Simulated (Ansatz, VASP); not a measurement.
One calculation of BaTiO3, two programs

Contents of INCAR:

```
SYSTEM = BaTiO3
PREC = Accurate
ENCUT = 520
EDIFF = 1E-6
ISMEAR = -1
SIGMA = 0.05
LREAL = .False.
LASPH = .True.
NELM = 60
ALGO = Normal
ISIF = 2
LWAVE = .False.
LCHARG = .True.
GGA = PE
LELF = .True.
LVHAR = .True.
NBANDS = 28
```

Contents of KPOINTS:

```
regular mesh
0
Gamma
  8 8 8
  0 0 0
```

POSCAR

```
BaTiO3
1.0
    4.0073000000      0.0601095000      0.0601095000
    0.0601095000      4.0073000000      0.0601095000
    0.0601095000      0.0601095000      4.0073000000
Ba Ti O
1 1 3
Direct
    0.5000000000      0.5000000000      0.5000000000
    0.0000000000      0.0000000000      0.0000000000
    0.5000000000      0.0000000000      0.0000000000
    0.0000000000      0.5000000000      0.0000000000
    0.0000000000      0.0000000000      0.5000000000
```

Input for Ansatz:

```yaml
crystal:
  lattice:
    - [4.0073, 0.0601095, 0.0601095]
    - [0.0601095, 4.0073, 0.0601095]
    - [0.0601095, 0.0601095, 4.0073]
  atoms:
    - { symbol: Ba, position: [0.5, 0.5, 0.5] }
    - { symbol: Ti, position: [0.0, 0.0, 0.0] }
    - { symbol: O, position: [0.5, 0.0, 0.0] }
    - { symbol: O, position: [0.0, 0.5, 0.0] }
    - { symbol: O, position: [0.0, 0.0, 0.5] }
kpoints:
  mp_grid: { grid: [8, 8, 8] }
  band_path:
    path:
      - [0.0, 0.0, 0.0]
      - [0.5, 0.5, 0.5]
      - [0.5284899614, 0.4715100386, 0.5]
      - [0.5, -0.4715100386, 0.4715100386]
      - [0.5, 0.0, 0.0]
      - [0.0, 0.0, 0.0]
      - [0.4857550193, -0.4857550193, 0.0]
      - [0.5142449807, 0.0, 0.4857550193]
      - [0.5, 0.0, 0.5]
    npoints: 5
scf:
  occupations: { method: fermi_dirac, width: 0.05 }
hamiltonian:
  xc: pbe
  pseudopotentials: { kind: all_electron, lapw: { basis_error: 0.001 } }
output:
  forces: true
  stress: true
  eigenvalues: true
```

Change from the starting cell: equal xy, yz and zx shear strains of +3 %.

Alike in both runs: task single point; functional PBE; k mesh 8 × 8 × 8; occupations fermi-dirac, width 0.05 eV; no spin polarisation.

|  | VASP | Ansatz |
| --- | --- | --- |
| version | VASP 6.6.1 | Ansatz 0.2.0 |
| potentials or method | VASP PAW PBE potentials, release 64 (Ba_sv, Ti_sv, O), cutoff 520 eV | all-electron LAPW, scalar-relativistic |

```csv
,VASP,Ansatz,Ansatz less VASP
pressure (GPa),3.5,1.8,-1.78
"traceless stress, the component that is largest in VASP (GPa)",-3.71,-3.59,+0.115
```

Ansatz ran all-electron here, and VASP with PAW potentials.

Spin-orbit coupling is off throughout.
